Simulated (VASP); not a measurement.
Input of a VASP 6.6.1 run:

Contents of INCAR:

```
SYSTEM = Ge
ALGO     = Normal         ! electronic algorithm
EDIFF    = 1E-6           ! SCF threshold, eV
EDIFFG   = -0.01          ! ionic threshold
ENCUT    = 600            ! plane-wave cutoff, eV
GGA      = RE             ! functional
IBRION   = 2              ! ionic algorithm
ISIF     = 3              ! what is computed and relaxed
ISMEAR   = -1             ! smearing method
IVDW     = 12             ! dispersion correction
LASPH    = .TRUE.         ! aspherical terms in the spheres
LCHARG   = .FALSE.        ! write CHGCAR
LREAL    = .FALSE.        ! projectors in reciprocal space
LWAVE    = .FALSE.        ! write WAVECAR
NELM     = 80             ! most SCF steps
NSW      = 60             ! ionic steps
PREC     = Accurate       ! precision mode
SIGMA    = 0.05           ! smearing width, eV
```

The input KPOINTS:

```
k-points
0
G
  11 11 11
  0 0 0
```

POSCAR

```
Ge
1.0
   -2.5744897190      2.5744897190      1.3974126432
    2.5744897190     -2.5744897190      1.3974126432
    2.5744897190      2.5744897190     -1.3974126432
Ge
2
Direct
    0.5000000000      0.5000000000      0.0000000000
    0.2500000000      0.7500000000      0.5000000000
```

Potentials or basis: VASP PAW PBE potentials, release 64 (Ge_d).

The run is started by

```bash
$ cat potpaw_PBE.64/Ge_d/POTCAR > POTCAR
$ mpirun -np 1 vasp_std > vasp.out
```

Estimate the dispersion energy per atom.

-0.699 eV.

What does it give for the relaxed volume?

18.20 Å³/atom.

What does it give for the relaxed cell?

a = 3.878 Å, b = 3.878 Å, c = 3.878 Å, α = 97.37°, β = 97.37°, γ = 138.03°.

What does it give for the space group after relaxing (to 0.1 Å)?

I4_1/amd (No. 141).

Step by step:
```csv
step,energy change (eV),largest force (eV/Å),pressure (GPa),volume (Å³)
1,0.0000,0.0000,-1.51,37.05
2,-0.0024,0.0000,0.36,36.12
3,-0.0029,0.0000,-0.01,36.40
```

Caveat: the PAW data sets were made with another functional, which shifts forces and pressure a little.
